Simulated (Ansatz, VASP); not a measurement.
## Two plane-wave programs on Sr

```xyz
1
Lattice="0.0000 3.0824 3.0824 3.0824 0.0000 3.0824 3.0824 3.0824 0.0000" Properties=species:S:1:pos:R:3 pbc="T T T"
Sr    0.0000    0.0000    0.0000
```

Alike in both runs: task single point; functional LDA; k mesh 6 × 6 × 6; occupations fermi-dirac, width 0.05 eV; no spin polarisation.

```csv
,VASP,Ansatz
version,VASP 6.6.1,Ansatz 0.2.0
potentials or method,"VASP PAW LDA potentials, release 64 (Sr_sv)",Ansatz PAW
plane-wave cutoff (eV),520,420
valence electrons in the cell,10,10
```

|  | VASP | Ansatz | Ansatz less VASP |
| --- | --- | --- | --- |
| pressure (GPa) | -1.8 | -1.8 | 0.00 |

LDA's correlation is that of Perdew and Zunger in VASP and of Perdew and Wang (1992) in Ansatz.
